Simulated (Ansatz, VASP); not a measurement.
# One calculation of SnTe, two programs

```
Sn Te
1.0
     5.45019    0.00000    0.00000
    -2.72510    4.72000    0.00000
     0.00000    0.00000    6.55204
Sn Te
2 2
Direct
  0.33333 0.66667 0.95402
  0.66667 0.33333 0.45402
  0.33333 0.66667 0.42098
  0.66667 0.33333 0.92098
```

Alike in both runs: task single point; functional r2SCAN; k mesh 6 × 6 × 4; no spin polarisation.

```csv
,VASP,Ansatz
version,VASP 6.6.1,Ansatz 0.2.0
potentials or method,"VASP PAW PBE potentials, release 64 (Sn_d, Te)","plane waves, PAW"
plane-wave cutoff (eV),520,500
occupations,"gaussian, width 0.01 eV",fixed
valence electrons in the cell,40,60
```

VASP gave:

- gap on the k mesh at the Fermi level (eV): 0.75
- pressure (GPa): -0.9
- rms of the force components (eV/Å): 0.030

Task: Estimate Ansatz's values.

Result: gap on the k mesh at the Fermi level (eV): 0.75; pressure (GPa): -0.9; rms of the force components (eV/Å): 0.034.

VASP's potentials were made for PBE, not for r2SCAN. Atom by atom the forces differ by 0.004 eV/Å (rms over components). VASP's potentials hold 40 valence electrons a cell and Ansatz's 60, so a difference there can come from the potentials and not from the codes.

Neither program's run includes spin-orbit coupling.
